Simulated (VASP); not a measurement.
# Mg16Ge7As (a cell with a defect) in VASP: settings compared

The runs below take Mg16Ge7As (a cell with a defect) through electric field gradients, with PBE, r2SCAN.

Everything below comes from runs of VASP 6.6.1. Logs are shortened: lines on timing, memory, paths and dates and some standing lists are left out, and cuts for length are marked.

### Step 1. The cell of the first run

The cell holds a defect, 24 atoms: a = 9.020 Å, b = 9.020 Å, c = 9.020 Å, α = 60.00°, β = 60.00°, γ = 60.00°.

### Step 2. Electric field gradients, PBE

File INCAR:

```
  ALGO = Fast
  EDIFF = 1E-8
  ENCUT = 520
  GGA = PE
  ISIF = 2
  ISMEAR = -1
  LASPH = True
  LCHARG = False
  LEFG = True
  LREAL = Auto
  LWAVE = False
  NBANDS = 86
  NELECT = 134.0
  NELM = 100
  PREC = Accurate
  SIGMA = 0.01
```

File KPOINTS:

```
k-points
0
Gamma
  3 3 3
```

File POSCAR:

```
Mg16Ge7As
1.0
    0.0000000000      6.3780000000      6.3780000000
    6.3780000000      0.0000000000      6.3780000000
    6.3780000000      6.3780000000      0.0000000000
Mg As Ge
16 1 7
Direct
    0.1250000000      0.1250000000      0.1250000000
    0.1250000000      0.1250000000      0.6250000000
    0.1250000000      0.6250000000      0.1250000000
    0.1250000000      0.6250000000      0.6250000000
    0.6250000000      0.1250000000      0.1250000000
    0.6250000000      0.1250000000      0.6250000000
    0.6250000000      0.6250000000      0.1250000000
    0.6250000000      0.6250000000      0.6250000000
    0.3750000000      0.3750000000      0.3750000000
    0.3750000000      0.3750000000      0.8750000000
    0.3750000000      0.8750000000      0.3750000000
    0.3750000000      0.8750000000      0.8750000000
    0.8750000000      0.3750000000      0.3750000000
    0.8750000000      0.3750000000      0.8750000000
    0.8750000000      0.8750000000      0.3750000000
    0.8750000000      0.8750000000      0.8750000000
    0.0000000000      0.0000000000      0.0000000000
    0.0000000000      0.0000000000      0.5000000000
    0.0000000000      0.5000000000      0.0000000000
    0.0000000000      0.5000000000      0.5000000000
    0.5000000000      0.0000000000      0.0000000000
    0.5000000000      0.0000000000      0.5000000000
    0.5000000000      0.5000000000      0.0000000000
    0.5000000000      0.5000000000      0.5000000000
```

Potentials or basis: VASP PAW PBE potentials, release 64 (Mg, As, Ge_d).

Command:

```bash
> cat potpaw_PBE.64/Mg/POTCAR potpaw_PBE.64/As/POTCAR potpaw_PBE.64/Ge_d/POTCAR > POTCAR
> mpirun -np 1 vasp_std > vasp.out
```

OUTCAR:

```text
EDIFF = 1E-8
   ENCUT = 520
   GGA = PE
   ISIF = 2
   ISMEAR = -1
   LASPH = True
   LREAL = Auto
   NELECT = 134.0
   NELM = 100
   PREC = Accurate

 ion  position               nearest neighbor table
   1  0.125  0.125  0.125-  17 2.76  18 2.76  19 2.76  21 2.76  14 3.19  15 3.19  10 3.19  11 3.19
                            12 3.19  13 3.19
   2  0.125  0.125  0.625-  17 2.76  18 2.76  20 2.76  22 2.76  14 3.19  16 3.19   9 3.19  11 3.19
                            12 3.19  13 3.19
   3  0.125  0.625  0.125-  17 2.76  19 2.76  20 2.76  23 2.76  15 3.19  16 3.19   9 3.19  10 3.19
                            12 3.19  13 3.19
   4  0.125  0.625  0.625-  18 2.76  19 2.76  20 2.76  24 2.76  15 3.19  16 3.19   9 3.19  10 3.19
                            11 3.19  14 3.19
   5  0.625  0.125  0.125-  17 2.76  21 2.76  22 2.76  23 2.76  15 3.19  16 3.19   9 3.19  10 3.19
                            11 3.19  14 3.19
   6  0.625  0.125  0.625-  18 2.76  21 2.76  22 2.76  24 2.76  15 3.19  16 3.19   9 3.19  10 3.19
                            12 3.19  13 3.19
   7  0.625  0.625  0.125-  19 2.76  21 2.76  23 2.76  24 2.76  14 3.19  16 3.19   9 3.19  11 3.19
                            12 3.19  13 3.19
   8  0.625  0.625  0.625-  20 2.76  22 2.76  23 2.76  24 2.76  14 3.19  15 3.19  10 3.19  11 3.19
                            12 3.19  13 3.19
   9  0.375  0.375  0.375-  20 2.76  22 2.76  23 2.76  24 2.76   6 3.19   7 3.19   2 3.19   3 3.19
[... 27 lines left out ...]
  23  0.500  0.500  0.000-   3 2.76   5 2.76   7 2.76   8 2.76   9 2.76  10 2.76  12 2.76  14 2.76

  24  0.500  0.500  0.500-   4 2.76   6 2.76   7 2.76   8 2.76   9 2.76  10 2.76  11 2.76  13 2.76

  LATTYP: Found a face centered cubic cell.
 ALAT       =    12.7560000000

  Lattice vectors:

 A1 = (   0.0000000000,   6.3780000000,   6.3780000000)
 A2 = (   6.3780000000,   0.0000000000,   6.3780000000)
 A3 = (   6.3780000000,   6.3780000000,   0.0000000000)

Analysis of symmetry for initial positions (statically):
=====================================================================
 Subroutine PRICEL returns:
 Original cell was already a primitive cell.

 Routine SETGRP: Setting up the symmetry group for a
 face centered cubic supercell.

 Subroutine GETGRP returns: Found 48 space group operations
 (whereof 48 operations were pure point group operations)
 out of a pool of 48 trial point group operations.

The static configuration has the point symmetry O_h .

Analysis of symmetry for dynamics (positions and initial velocities):
=====================================================================
 Subroutine PRICEL returns:
 Original cell was already a primitive cell.

 Routine SETGRP: Setting up the symmetry group for a
 face centered cubic supercell.

 Subroutine GETGRP returns: Found 48 space group operations
 (whereof 48 operations were pure point group operations)
 out of a pool of 48 trial point group operations.

The dynamic configuration has the point symmetry O_h .

 Subroutine INISYM returns: Found 48 space group operations
 (whereof 48 operations are pure point group operations),
 and found     1 'primitive' translations

----------------------------------------------------------------------------------------

                                     Primitive cell

  volume of cell :     518.8998

  direct lattice vectors                    reciprocal lattice vectors
     0.000000000  6.378000000  6.378000000    -0.078394481  0.078394481  0.078394481
     6.378000000  0.000000000  6.378000000     0.078394481 -0.078394481  0.078394481
     6.378000000  6.378000000  0.000000000     0.078394481  0.078394481 -0.078394481

  length of vectors
     9.019854101  9.019854101  9.019854101     0.135783224  0.135783224  0.135783224

  position of ions in fractional coordinates (direct lattice)
     0.125000000  0.125000000  0.125000000
     0.125000000  0.125000000  0.625000000
     0.125000000  0.625000000  0.125000000
     0.125000000  0.625000000  0.625000000
     0.625000000  0.125000000  0.125000000
     0.625000000  0.125000000  0.625000000
[... 16 lines left out ...]
     0.500000000  0.500000000  0.000000000
     0.500000000  0.500000000  0.500000000

  ion indices of the primitive-cell ions
   primitive index   ion index
[... 87 lines left out ...]
   NUPDOWN=      -1.0000    fix difference up-down
   EMIN   =  10.00;   EMAX   =-10.00  energy-range for DOS
   EFERMI =   0.00;   METHOD = LEGACY
   ISMEAR =    -1;   SIGMA  =   0.01  broadening in eV -4-tet -1-fermi 0-gaus
   EFERMI_NEDOS =   21; number of points for ismear=-14 and -15
   IALGO  =     68    algorithm
   IMIX   =      4    mixing-type and parameters
     AMIX     =   0.40;   BMIX     =  1.00
     AMIX_MAG =   1.60;   BMIX_MAG =  1.00
  volume/ion in A,a.u.               =      21.62       145.90
  Fermi-wavevector in a.u.,A,eV,Ry     =   1.042514  1.970066 14.787295  1.086836
  Thomas-Fermi vector in A             =   2.177183
   LORBIT       =      0    0 simple, 1 ext, 2 COOP (PROOUT), +10 PAW based schemes
   GGA     = PE    functional components
   LHFCALC =     F    Hartree Fock is set to
   AEXX    =    0.0000 exact exchange contribution
   IVDW    =     0    specifies the selected vdW correction
   LEPSILON=     F    determine dielectric tensor
   LRPA    =     F    only Hartree local field effects (RPA)
 non-spin polarized calculation
 RMM-DIIS sequential band-by-band and
  energy-cutoff  :      520.00
  volume of cell :      518.90
 maximum number of plane-waves:     14024
 NGX is ok and might be reduce to    70
   NGX = 33   NGY = 33   NGZ = 33

 number of electron     133.9999900 magnetization

 Free energy of the ion-electron system (eV)
  ---------------------------------------------------
  ext. energy  EPLUGINS =         0.00000000
  ---------------------------------------------------
  free energy    TOTEN  =       -71.10110762 eV

  energy without entropy =      -71.09969306  energy(sigma->0) =      -71.10040034

 E-fermi :   3.5591     XC(G=0):  -9.0242

 val. band max:        3.5521645941   @ k =   0.0000   0.0000   0.0000
 cond. band min:       3.6833524808   @ k =   0.0000   0.0000   0.0000
 fundamental gap:      0.1311878866
 Fermi energy:         3.5590938580

 k-point     1 :       0.0000    0.0000    0.0000
  band No.  band energies     occupation
      1     -20.0949      2.00000
      2     -20.0943      2.00000
      3     -20.0943      2.00000
      4     -20.0943      2.00000
      5     -20.0939      2.00000
      6     -20.0939      2.00000
[... 317 lines left out ...]
     78       6.1909      0.00000
     79       6.3037      0.00000
 [bands above 79 left out]

------------------------ aborting loop because EDIFF is reached ----------------------------------------

  FORCE on cell =-STRESS in cart. coord.  units (eV):
  Direction    XX          YY          ZZ          XY          YZ          ZX
  --------------------------------------------------------------------------------------
  -------------------------------------------------------------------------------------
  Total       -3.8280249     -3.8280249     -3.8280249      0.0000000      0.0000000      0.0000000
  in kB      -11.8195732    -11.8195732    -11.8195732      0.0000000      0.0000000      0.0000000
  external PRESSURE =     -11.8195732 kB  Pullay stress =       0.0000000 kB

 VOLUME and BASIS-vectors are now :
 -----------------------------------------------------------------------------
  energy-cutoff  :      520.00
  volume of cell :      518.90
      direct lattice vectors                 reciprocal lattice vectors
     0.000000000  6.378000000  6.378000000    -0.078394481  0.078394481  0.078394481
     6.378000000  0.000000000  6.378000000     0.078394481 -0.078394481  0.078394481
     6.378000000  6.378000000  0.000000000     0.078394481  0.078394481 -0.078394481

 POSITION                                       TOTAL-FORCE (eV/Angst)
 -----------------------------------------------------------------------------------
      1.59450      1.59450      1.59450         0.290587      0.290587      0.290587
      4.78350      4.78350      1.59450        -0.290587     -0.290587      0.290587
      4.78350      1.59450      4.78350        -0.290587      0.290587     -0.290587
      7.97250      4.78350      4.78350        -0.050700      0.050700      0.050700
      1.59450      4.78350      4.78350         0.290587     -0.290587     -0.290587
      4.78350      7.97250      4.78350         0.050700     -0.050700      0.050700
[... 16 lines left out ...]
      3.18900      3.18900      6.37800         0.000000      0.000000     -0.000000
      6.37800      6.37800      6.37800         0.000000      0.000000      0.000000
 -----------------------------------------------------------------------------------
    total drift:                               -0.000000      0.000000     -0.000000

  FREE ENERGIE OF THE ION-ELECTRON SYSTEM (eV)
  ---------------------------------------------------
  free  energy   TOTEN  =       -71.1011076221 eV

  energy  without entropy=      -71.0996930581  energy(sigma->0) =      -71.10040034

 Electric field gradients (V/A^2)
---------------------------------------------------------------------
 ion       V_xx      V_yy      V_zz      V_xy      V_xz      V_yz
---------------------------------------------------------------------
   1       0.000     0.000     0.000     2.785     2.785     2.785
   2      -0.000    -0.000     0.000     2.785    -2.785    -2.785
   3      -0.000     0.000    -0.000    -2.785     2.785    -2.785
   4      -0.000     0.000     0.000     0.178     0.178    -0.178
   5       0.000    -0.000    -0.000    -2.785    -2.785     2.785
   6       0.000    -0.000     0.000     0.178    -0.178     0.178
[... 16 lines left out ...]
  23       6.125     6.125   -12.251   -19.618    -0.003    -0.003
  24       0.000     0.000     0.000    -0.003    -0.003    -0.003
---------------------------------------------------------------------

 Electric field gradients after diagonalization (V/A^2)
 (convention: |V_zz| > |V_xx| > |V_yy|)
----------------------------------------------------------------------
 ion       V_xx      V_yy      V_zz     asymmetry (V_yy - V_xx)/ V_zz
----------------------------------------------------------------------
   1      -2.785    -2.785     5.571       0.000
   2      -2.785    -2.785     5.571       0.000
   3      -2.785    -2.785     5.571       0.000
   4       0.178     0.178    -0.355       0.000
   5      -2.785    -2.785     5.571       0.000
   6       0.178     0.178    -0.355       0.000
[... 16 lines left out ...]
  23     -13.493   -12.251    25.744       0.048
  24       0.003     0.003    -0.006       0.000
----------------------------------------------------------------------

           NMR quadrupolar parameters

 Cq : quadrupolar parameter    Cq=e*Q*V_zz/h
 eta: asymmetry parameters     (V_yy - V_xx)/ V_zz
 Q  : nuclear electric quadrupole moment in mb (millibarn)
----------------------------------------------------------------------
 ion       Cq(MHz)       eta       Q (mb)
----------------------------------------------------------------------
   1       0.013       0.000       1.000
   2       0.013       0.000       1.000
   3       0.013       0.000       1.000
   4      -0.001       0.000       1.000
   5       0.013       0.000       1.000
   6      -0.001       0.000       1.000
[... 16 lines left out ...]
  23       0.062       0.048       1.000
  24      -0.000       0.000       1.000
----------------------------------------------------------------------
```

It took 4.9 min on 1 thread of Intel Xeon 6975P-C (Granite Rapids), shared host; peak memory 0.77 GiB.

What came out:

```
Free energy                             : -71.1011 eV
Largest force                           : 0.503 eV/Å
Largest electric field gradient by atom : Mg +5.6, -0.4 (each value once); As -0.0; Ge +25.7, -0.0 (each value once) V/Å²
```

Forces on the atoms (eV/Å):
```
Mg   0.291  0.291  0.291
Mg  -0.291 -0.291  0.291
Mg  -0.291  0.291 -0.291
Mg  -0.051  0.051  0.051
Mg   0.291 -0.291 -0.291
Mg   0.051 -0.051  0.051
Mg   0.051  0.051 -0.051
Mg  -0.051 -0.051 -0.051
Mg   0.051  0.051  0.051
Mg  -0.051 -0.051  0.051
Mg  -0.051  0.051 -0.051
Mg  -0.291  0.291  0.291
Mg   0.051 -0.051 -0.051
Mg   0.291 -0.291  0.291
Mg   0.291  0.291 -0.291
Mg  -0.291 -0.291 -0.291
As   0.000  0.000  0.000
Ge   0.000  0.000  0.000
Ge   0.000  0.000  0.000
Ge   0.000  0.000  0.000
Ge   0.000  0.000  0.000
Ge   0.000  0.000  0.000
Ge   0.000  0.000  0.000
Ge   0.000  0.000  0.000
```

Electric field gradients, principal values (V/Å²):
| atom | least | middle | greatest (by size) |
| --- | --- | --- | --- |
| 1 Mg | -2.785 | -2.785 | 5.571 |
| 2 Mg | -2.785 | -2.785 | 5.571 |
| 3 Mg | -2.785 | -2.785 | 5.571 |
| 4 Mg | 0.178 | 0.178 | -0.355 |
| 5 Mg | -2.785 | -2.785 | 5.571 |
| 6 Mg | 0.178 | 0.178 | -0.355 |
| 7 Mg | 0.178 | 0.178 | -0.355 |
| 8 Mg | 0.178 | 0.178 | -0.355 |
| 9 Mg | 0.178 | 0.178 | -0.355 |
| 10 Mg | 0.178 | 0.178 | -0.355 |
| 11 Mg | 0.178 | 0.178 | -0.355 |
| 12 Mg | -2.785 | -2.785 | 5.571 |
| 13 Mg | 0.178 | 0.178 | -0.355 |
| 14 Mg | -2.785 | -2.785 | 5.571 |
| 15 Mg | -2.785 | -2.785 | 5.571 |
| 16 Mg | -2.785 | -2.785 | 5.571 |
| 17 As | -0.001 | -0.001 | 0.001 |
| 18 Ge | -12.251 | -13.486 | 25.737 |
| 19 Ge | -12.251 | -13.486 | 25.737 |
| 20 Ge | -12.251 | -13.493 | 25.744 |
| 21 Ge | -12.251 | -13.486 | 25.737 |
| 22 Ge | -12.251 | -13.493 | 25.744 |
| 23 Ge | -12.251 | -13.493 | 25.744 |
| 24 Ge | 0.003 | 0.003 | -0.006 |

Caveat: the cell carries a net charge on a neutralising background, which shifts energy and pressure; the cell is charged against a uniform background, so pressure and absolute levels hang on convention; without QUAD_EFG the Cq values of the log hold for a quadrupole moment of 1 mb, not for the nuclei.

(Continued in part 2 of 2.)
